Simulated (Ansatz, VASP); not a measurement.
Two plane-wave programs on BP

```xyz
2
Lattice="0.0000 2.3023 2.3363 2.3023 0.0000 2.3363 2.3023 2.3023 0.0000" Properties=species:S:1:pos:R:3 pbc="T T T"
B     0.0000    0.0000    0.0000
P     3.4534    3.4534    3.5045
```

Change from the starting cell: strain +0.015 along x and y, +0.030 along z, atoms carried along.

Alike in both runs: task single point; functional r2SCAN; k mesh 10 × 10 × 10; occupations gaussian, width 0.05 eV; no spin polarisation.

|  | VASP | Ansatz |
| --- | --- | --- |
| version | VASP 6.6.1 | Ansatz 0.2.0 |
| potentials or method | VASP PAW PBE potentials, release 64 (B, P), cutoff 520 eV | scalar-relativistic, plane waves, PAW |
| valence electrons in the cell | 8 | 8 |

Ansatz gave:

| Quantity | Value |
| --- | --- |
| gap on the k mesh at the Fermi level (eV) | 1.38 |
| least direct gap on the mesh (eV) | 3.44 |
| pressure (GPa) | -9.0 |
| traceless stress, the component that is largest in VASP (GPa) | -2.71 |

Problem. Which values does VASP return?

Solution. gap on the k mesh at the Fermi level (eV): 1.41; least direct gap on the mesh (eV): 3.48; pressure (GPa): -9.4; traceless stress, the component that is largest in VASP (GPa): -2.73.

VASP's potentials were made for PBE, not for r2SCAN. The functional is the same, so the differences come from potentials, cutoffs and numerics.
